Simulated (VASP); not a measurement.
# Ga3AsN2 (P3m1) in VASP: notebook, part 2 of 2

VASP 6.6.1. The steps go on from the part before.

## (5) Single point, PBE

This run uses another cell than the first one, of 15.27 Å³/atom.

INCAR reads:

```
SYSTEM = Ga3AsN2
  PREC = Accurate
  ENCUT = 520
  EDIFF = 1E-6
  ISMEAR = 0
  SIGMA = 0.1
  LREAL = .FALSE.
  LASPH = .TRUE.
  NELM = 60
  ALGO = Normal
  ISIF = 2
  LWAVE = .FALSE.
  LCHARG = .FALSE.
  GGA = PE
  NBANDS = 36
```

KPOINTS reads:

```
Automatic mesh
0
G
  12 12 4
  0 0 0
```

POSCAR reads:

```
Ga3AsN2
1.0
    3.4678192647      0.0000000000      0.0000000000
   -1.7339096324      3.0032195790      0.0000000000
    0.0000000000      0.0000000000      8.7953593654
Ga As N
3 1 2
Direct
    0.0000000000      0.0000000000      0.0478211780
    0.3333333333      0.6666666667      0.6252699662
    0.6666666667      0.3333333333      0.3360251457
    0.3333333333      0.6666666667      0.9092472144
    0.6666666667      0.3333333333      0.5612403787
    0.0000000000      0.0000000000      0.2703961170
```

Potentials or basis: VASP PAW PBE potentials, release 64 (Ga_d, As, N).

On the command line:

```
cat potpaw_PBE.64/Ga_d/POTCAR potpaw_PBE.64/As/POTCAR potpaw_PBE.64/N/POTCAR > POTCAR
mpirun -np 1 vasp_std > vasp.out
```

OUTCAR:

```text
SYSTEM = Ga3AsN2
   PREC = Accurate
   ENCUT = 520
   EDIFF = 1E-6
   ISMEAR = 0
   LREAL = .FALSE.
   LASPH = .TRUE.
   NELM = 60
   ISIF = 2
   GGA = PE

 ion  position               nearest neighbor table
   1  0.000  0.000  0.048-   6 1.96   4 2.34   4 2.34   4 2.34
   2  0.333  0.667  0.625-   5 2.08   5 2.08   5 2.08   4 2.50
   3  0.667  0.333  0.336-   5 1.98   6 2.08   6 2.08   6 2.08
   4  0.333  0.667  0.909-   1 2.34   1 2.34   1 2.34   2 2.50
   5  0.667  0.333  0.561-   3 1.98   2 2.08   2 2.08   2 2.08
   6  0.000  0.000  0.270-   1 1.96   3 2.08   3 2.08   3 2.08

[... 1143 lines left out ...]
  -------------------------------------------------------------------------------------
  Total        0.1545968      0.1545968      0.1625483     -0.0000000      0.0000000      0.0000000
  in kB        2.7040449      2.7040449      2.8431248     -0.0000000      0.0000000      0.0000000
  external PRESSURE =       2.7504049 kB  Pullay stress =       0.0000000 kB

 VOLUME and BASIS-vectors are now :
 -----------------------------------------------------------------------------
  energy-cutoff  :      520.00
  volume of cell :       91.60
      direct lattice vectors                 reciprocal lattice vectors
     3.467819265  0.000000000  0.000000000     0.288365663  0.166487993  0.000000000
    -1.733909632  3.003219579  0.000000000     0.000000000  0.332975986  0.000000000
     0.000000000  0.000000000  8.795359365     0.000000000  0.000000000  0.113696321

 POSITION                                       TOTAL-FORCE (eV/Angst)
 -----------------------------------------------------------------------------------
      0.00000      0.00000      0.42060        -0.000000     -0.000000      0.014885
     -0.00000      2.00215      5.49947         0.000000     -0.000000      0.002016
      1.73391      1.00107      2.95546         0.000000     -0.000000      0.004245
     -0.00000      2.00215      7.99716        -0.000000     -0.000000     -0.012392
      1.73391      1.00107      4.93631        -0.000000      0.000000      0.000693
      0.00000      0.00000      2.37823        -0.000000     -0.000000     -0.009447
 -----------------------------------------------------------------------------------
    total drift:                                0.000003     -0.000002      0.000854

  FREE ENERGIE OF THE ION-ELECTRON SYSTEM (eV)
  ---------------------------------------------------
  free  energy   TOTEN  =       -30.7238473811 eV

  energy  without entropy=      -30.7184285234  energy(sigma->0) =      -30.72113795
```

stdout:

```text
POSCAR found type information on POSCAR GaAsN
 POSCAR found :  3 types and       6 ions
 scaLAPACK will be used
 LDA part: xc-table for (Slater+PW92), standard interpolation
 POSCAR, INCAR and KPOINTS ok, starting setup
 FFT: planning ... GRIDC
 FFT: planning ... GRID_SOFT
 FFT: planning ... GRID
 WAVECAR not read
 entering main loop
```

It took 3.3 min on 1 thread of AMD EPYC 9R45 (Zen 5), shared host; peak memory 0.32 GiB.

Results:

```yaml
Free_energy: -30.7238 eV
Pressure: 0.3 GPa
Largest_force: 0.015 eV/Å
Band_gap_on_the_k_mesh: zero (bands 27 and 28 overlap by 0.34 eV)
```

Forces on the atoms (eV/Å):
```
Ga   0.000  0.000  0.015
Ga   0.000  0.000  0.002
Ga   0.000  0.000  0.004
As   0.000  0.000 -0.012
N    0.000  0.000  0.001
N    0.000  0.000 -0.009
```

Caveat: semilocal functionals underestimate gaps, so a narrow gap can read as zero.

## (6) Relaxation of cell and atoms, PBE

INCAR reads:

```
SYSTEM = Ga3AsN2
ALGO = Normal
EDIFF = 1E-6
EDIFFG = -0.01
ENCUT = 600
GGA = PE
IBRION = 2
ISIF = 3
ISMEAR = 0
LASPH = .TRUE.
LCHARG = .FALSE.
LREAL = .FALSE.
LWAVE = .FALSE.
NELM = 80
NSW = 100
PREC = Accurate
SIGMA = 0.1
```

KPOINTS reads:

```
k-points
0
G
  12 12 4
  0 0 0
```

POSCAR reads:

```
Ga3AsN2
1.0
    3.4614926653      0.0000000000      0.0000000000
   -1.7307463327      2.9977405832      0.0000000000
    0.0000000000      0.0000000000      8.8457617691
Ga As N
3 1 2
Direct
    0.0000000000      0.0000000000      0.0495255044
    0.3333333333      0.6666666667      0.6239338197
    0.6666666667      0.3333333333      0.3362072727
    0.3333333333      0.6666666667      0.9087598308
    0.6666666667      0.3333333333      0.5609670495
    0.0000000000      0.0000000000      0.2706065229
```

Potentials or basis: VASP PAW PBE potentials, release 64 (Ga_d, As, N).

On the command line:

```
cat potpaw_PBE.64/Ga_d/POTCAR potpaw_PBE.64/As/POTCAR potpaw_PBE.64/N/POTCAR > POTCAR
mpirun -np 1 vasp_std > vasp.out
```

OUTCAR:

```text
SYSTEM = Ga3AsN2
   EDIFF = 1E-6
   EDIFFG = -0.01
   ENCUT = 600
   GGA = PE
   IBRION = 2
   ISIF = 3
   ISMEAR = 0
   LASPH = .TRUE.
   LREAL = .FALSE.
   NELM = 80
   NSW = 100
   PREC = Accurate

 ion  position               nearest neighbor table
   1  0.000  0.000  0.050-   6 1.96   4 2.35   4 2.35   4 2.35
   2  0.333  0.667  0.624-   5 2.07   5 2.07   5 2.07   4 2.52
   3  0.667  0.333  0.336-   5 1.99   6 2.08   6 2.08   6 2.08
   4  0.333  0.667  0.909-   1 2.35   1 2.35   1 2.35   2 2.52
   5  0.667  0.333  0.561-   3 1.99   2 2.07   2 2.07   2 2.07
   6  0.000  0.000  0.271-   1 1.96   3 2.08   3 2.08   3 2.08

  LATTYP: Found a hexagonal cell.
 ALAT       =     3.4614926653
 C/A-ratio  =     2.5554760979

  Lattice vectors:

 A1 = (   3.4614926653,   0.0000000000,   0.0000000000)
 A2 = (  -1.7307463327,   2.9977405832,   0.0000000000)
 A3 = (   0.0000000000,   0.0000000000,   8.8457617691)

Analysis of symmetry for initial positions (statically):
=====================================================================
 Subroutine PRICEL returns:
 Original cell was already a primitive cell.

 Routine SETGRP: Setting up the symmetry group for a
 hexagonal supercell.
[... 185 lines left out ...]
  in kB        4.1919868      4.1919868     -4.0520945     -0.0000000      0.0000000     -0.0000000
  external PRESSURE =       1.4439597 kB  Pullay stress =       0.0000000 kB
[... 101 lines left out ...]
  FREE ENERGIE OF THE ION-ELECTRON SYSTEM (eV)
  ---------------------------------------------------
  free  energy   TOTEN  =       -30.7261941990 eV

  energy  without entropy=      -30.7206143064  energy(sigma->0) =      -30.72340425

[... ionic steps 4 to 8 ...]

--------------------------------------- Ionic step        9  -------------------------------------------

 number of electron      53.9999997 magnetization

------------------------ aborting loop because EDIFF is reached ----------------------------------------
[... 75 lines left out ...]
--------------------------------------- Ionic step       11  -------------------------------------------

 number of electron      53.9999997 magnetization

 Free energy of the ion-electron system (eV)
  ---------------------------------------------------
  ext. energy  EPLUGINS =         0.00000000
  ---------------------------------------------------
  free energy    TOTEN  =       -30.72709315 eV

  energy without entropy =      -30.72163720  energy(sigma->0) =      -30.72436518

 E-fermi :   6.1191     XC(G=0): -10.6930

 val. band max:        6.1097596299   @ k =   0.1667   0.0000   0.2500
 cond. band min:       6.1432313203   @ k =   0.0833   0.0000   0.5000
 fundamental gap:      0.0334716905
 Fermi energy:         6.1190526442

 k-point     1 :       0.0000    0.0000    0.0000
  band No.  band energies     occupation
      1     -10.9641      2.00000
      2     -10.7670      2.00000
      3      -9.8376      2.00000
      4      -9.8376      2.00000
      5      -9.8292      2.00000
      6      -9.7417      2.00000
[... 829 lines left out ...]
     31      10.0960      0.00000
     32      10.8736      0.00000

 [... further k-points ...]
[... 5 lines left out ...]
  --------------------------------------------------------------------------------------
  -------------------------------------------------------------------------------------
  Total        0.0109077      0.0109077      0.0169922     -0.0000000     -0.0000000      0.0000000
  in kB        0.1904462      0.1904462      0.2966807     -0.0000000     -0.0000000      0.0000000
  external PRESSURE =       0.2258577 kB  Pullay stress =       0.0000000 kB
[... 21 lines left out ...]
  FREE ENERGIE OF THE ION-ELECTRON SYSTEM (eV)
  ---------------------------------------------------
  free  energy   TOTEN  =       -30.7270931522 eV

  energy  without entropy=      -30.7216372009  energy(sigma->0) =      -30.72436518

 reached required accuracy - stopping structural energy minimisation
```

Wall time 13 min (1 thread of AMD EPYC 9R45 (Zen 5), shared host); peak memory 0.36 GiB.

What came out:

```
Free energy                           : -30.7271 eV
Relaxed volume                        : 15.29 Å³/atom
Relaxed cell                          : a = 3.470 Å, b = 3.470 Å, c = 8.802 Å, α = 90.00°, β = 90.00°, γ = 120.00°
Space group after relaxing (to 0.1 Å) : P3m1 (No. 156)
Energy gained by relaxing             : 0.5 meV/atom
Ionic steps                           : 11
Pressure after relaxing               : 0.0 GPa
Largest force after relaxing          : 0.008 eV/Å
Band gap on the k mesh                : zero (bands 27 and 28 overlap by 0.33 eV)
```

Forces in eV/Å, atoms in the order of the input:
```
Ga   0.000  0.000 -0.002
Ga   0.000  0.000  0.006
Ga   0.000  0.000  0.008
As   0.000  0.000 -0.005
N    0.000  0.000 -0.001
N    0.000  0.000 -0.006
```

Step by step:
```csv
step,energy change (eV),largest force (eV/Å),pressure (GPa),volume (Å³)
1,0.0000,0.1574,0.14,91.79
2,-0.0019,0.0475,-0.26,91.97
3,-0.0019,0.0806,-0.34,92.05
4,-0.0020,0.0619,-0.29,92.02
5,-0.0026,0.0605,0.23,91.70
6,-0.0026,0.0607,0.02,91.75
7,-0.0026,0.0604,0.09,91.74
8,-0.0028,0.0219,-0.06,91.78
9,-0.0028,0.0160,-0.01,91.78
10,-0.0028,0.0166,-0.02,91.78
11,-0.0028,0.0082,0.02,91.76
```

Final structure:
```
Ga As N
1.0
     3.46969    0.00000    0.00000
    -1.73484    3.00484    0.00000
     0.00000    0.00000    8.80157
Ga As N
3 1 2
Direct
  0.00000 0.00000 0.04795
  0.33333 0.66667 0.62518
  0.66667 0.33333 0.33602
  0.33333 0.66667 0.90929
  0.66667 0.33333 0.56118
  0.00000 0.00000 0.27038
```

Caveat: semilocal functionals underestimate gaps, so a narrow gap can read as zero.

## (7) The runs side by side

| task | cell | k mesh | cutoff (eV) | gap on the mesh (eV) | pressure (GPa) | relaxed volume (Å³/atom) | largest force (eV/Å) |
| --- | --- | --- | --- | --- | --- | --- | --- |
| single point | a = 3.461, b = 3.461, c = 8.846 Å, angles 90.0, 90.0, 120.0°, 6 atoms, atomic positions A | 6 × 6 × 2 | 520 | none | 0.1 | - | 0.02 |
| single point | a = 3.613, b = 3.613, c = 8.851 Å, angles 90.0, 90.0, 120.0°, 6 atoms, atomic positions B | 6 × 6 × 2 | 520 | none | -2.1 | - | 4.65 |
| relaxation of cell and atoms | relaxed from a = 3.613, b = 3.613, c = 8.851 Å, angles 90.0, 90.0, 120.0°, 6 atoms, atomic positions B | 6 × 6 × 2 | 600 | none | 0.0 | 15.30 | 0.03 |
| single point | a = 3.468, b = 3.468, c = 8.795 Å, angles 90.0, 90.0, 120.0°, 6 atoms, atomic positions C | 12 × 12 × 4 | 520 | none | 0.3 | - | 0.01 |
| relaxation of cell and atoms | relaxed from a = 3.461, b = 3.461, c = 8.846 Å, angles 90.0, 90.0, 120.0°, 6 atoms, atomic positions A | 12 × 12 × 4 | 600 | none | 0.0 | 15.29 | 0.01 |

Alike in all rows: level PBE; potentials or basis VASP PAW PBE potentials, release 64 (Ga_d, As, N); no spin polarisation; smearing gaussian 0.1 eV.

Caveats: semilocal functionals underestimate gaps, so a narrow gap can read as zero; forces of over 1 eV/Å act on the atoms, so gaps and moduli don't describe the material at rest (at least some runs).

Total energies depend on the potentials used, so only differences within one code and one set of settings carry meaning.
